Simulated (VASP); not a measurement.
Write the native input for VASP 6.6.1 that does the following.

```yaml
Task: single point
Functional: r2SCAN
Potentials_or_basis: VASP PAW PBE potentials, release 64 (Rb_sv)
Cutoff: 520 eV
k_mesh: 6 × 6 × 6
Occupations: gaussian, width 0.15 eV
Spin: no spin polarisation
Dipole_correction: no
Further_INCAR_settings: ALGO = Normal; EDIFF = 1e-06; NBANDS = 10
```

Rb:

```
Rb
1.0
     0.00000    3.59069    3.59069
     3.59069    0.00000    3.59069
     3.59069    3.59069    0.00000
Rb
1
Cartesian
  0.0000 0.0000 0.0000
```

These files were run (other wordings do the same):

POSCAR

```
Rb
1.0
    0.0000000000      3.5906913345      3.5906913345
    3.5906913345      0.0000000000      3.5906913345
    3.5906913345      3.5906913345      0.0000000000
Rb
1
Direct
    0.0000000000      0.0000000000      0.0000000000
```

INCAR.step1

```
SYSTEM = Rb
ALGO = Normal
EDIFF = 1E-4
ENCUT = 520
GGA = PE
ISMEAR = 0
LASPH = .True.
LCHARG = .False.
LREAL = .False.
LWAVE = .True.
NBANDS = 10
NELM = 80
PREC = Accurate
SIGMA = 0.15
```

INCAR.step2

```
SYSTEM = Rb
ALGO = Normal
EDIFF = 1E-6
ENCUT = 520
ISIF = 2
ISMEAR = 0
ISTART = 1
LASPH = .True.
LCHARG = .True.
LELF = .True.
LMIXTAU = .True.
LREAL = .False.
LVHAR = .True.
LWAVE = .False.
METAGGA = R2SCAN
NBANDS = 10
NELM = 80
PREC = Accurate
SIGMA = 0.15
```

KPOINTS

```
k-points
0
Gamma
  6 6 6
  0 0 0
```

Potentials or basis: VASP PAW PBE potentials, release 64 (Rb_sv).

The run is started by

```console
$ cat potpaw_PBE.64/Rb_sv/POTCAR > POTCAR
$ cp INCAR.step1 INCAR
$ mpirun -np 1 vasp_std > vasp.out
$ cp INCAR.step2 INCAR
$ mpirun -np 1 vasp_std > vasp.out
```

It gave:

```json
{
  "Pressure": "0.1 GPa"
}
```

Caveat: the PAW data sets were made with another functional, which shifts forces and pressure a little.

Wall time 80 s on 1 thread of Intel Xeon 6975P-C, on a shared host, peak memory 0.25 GiB.
